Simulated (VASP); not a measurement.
Input of a VASP 6.6.1 run:

INCAR

```
SYSTEM = TiInCuH4
PREC = Accurate
ENCUT = 520
EDIFF = 1E-6
ISMEAR = 0
SIGMA = 0.1
LREAL = .False.
LASPH = .True.
NELM = 150
ALGO = Normal
ISIF = 2
LWAVE = .False.
LCHARG = .True.
ISPIN = 2
MAGMOM = 1 0 0 0 0 0 0
LORBIT = 11
LMAXMIX = 4
GGA = PE
LELF = .True.
LVHAR = .True.
NBANDS = 33
```

The input KPOINTS:

```
Automatic mesh
0
Gamma
  6 6 2
  0 0 0
```

POSCAR

```
TiInCuH4
1.0
    3.1814096228      0.0000000000      0.0000000000
    0.0000000000      3.1814096228      0.0000000000
    0.0000000000      0.0000000000      8.4210672139
Ti In Cu H
1 1 1 4
Direct
    0.0000000000      0.0000000000      0.2327411882
    0.0000000000      0.0000000000      0.8971264172
    0.0000000000      0.0000000000      0.5861834818
    0.5000000000      0.0000000000      0.6179885443
    0.0000000000      0.5000000000      0.6179885443
    0.5000000000      0.0000000000      0.3318761572
    0.0000000000      0.5000000000      0.3318761572
```

Potentials or basis: VASP PAW PBE potentials, release 64 (Ti_sv, In_d, Cu, H).

Run with:

```bash
$ cat potpaw_PBE.64/Ti_sv/POTCAR potpaw_PBE.64/In_d/POTCAR potpaw_PBE.64/Cu/POTCAR potpaw_PBE.64/H/POTCAR > POTCAR
$ mpirun -np 1 vasp_std > vasp.out
```

What does it give for the net moment?

0.00 μB per cell.

Predict the band gap on the k mesh.

zero (filled and empty bands overlap).

Forces in eV/Å, atoms in the order of the input:
```
Ti   0.000  0.000 -0.027
In   0.000  0.000 -0.001
Cu   0.000  0.000 -0.015
H    0.000  0.000  0.013
H    0.000  0.000  0.013
H    0.000  0.000  0.008
H    0.000  0.000  0.008
```

Caveat: the k points lie up to 0.37 Å⁻¹ apart, too coarse for converged energies and pressures of a metal; spin-orbit coupling is left out, which moves the levels of the heavy elements.
